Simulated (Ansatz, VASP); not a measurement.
# TePb in VASP and in Ansatz

```
CELL_PARAMETERS angstrom
0.00000 3.23100 3.23100
3.23100 0.00000 3.23100
3.23100 3.23100 0.00000
ATOMIC_POSITIONS crystal
Pb 0.00000 0.00000 0.00000
Te 0.50000 0.50000 0.50000
```

Alike in both runs: functional PBEsol; k mesh 5 × 5 × 5; occupations fermi-dirac, width 0.05 eV; non-collinear spin, spin-orbit coupling.

|  | VASP | Ansatz |
| --- | --- | --- |
| version | VASP 6.6.1 | Ansatz 0.2.0 |
| potentials or method | VASP PAW PBE potentials, release 64 (Pb_d, Te), cutoff 520 eV | all-electron LAPW, relativistic spinors |
| task | single point | band structure |

|  | VASP | Ansatz | Ansatz less VASP |
| --- | --- | --- | --- |
| pressure (GPa) | -0.5 | -0.6 | -0.09 |
| net moment per atom (μB) | 0.00 | 0.00 | 0.000 |

VASP's potentials were made for PBE, not for PBEsol. Ansatz ran all-electron here, and VASP with PAW potentials.
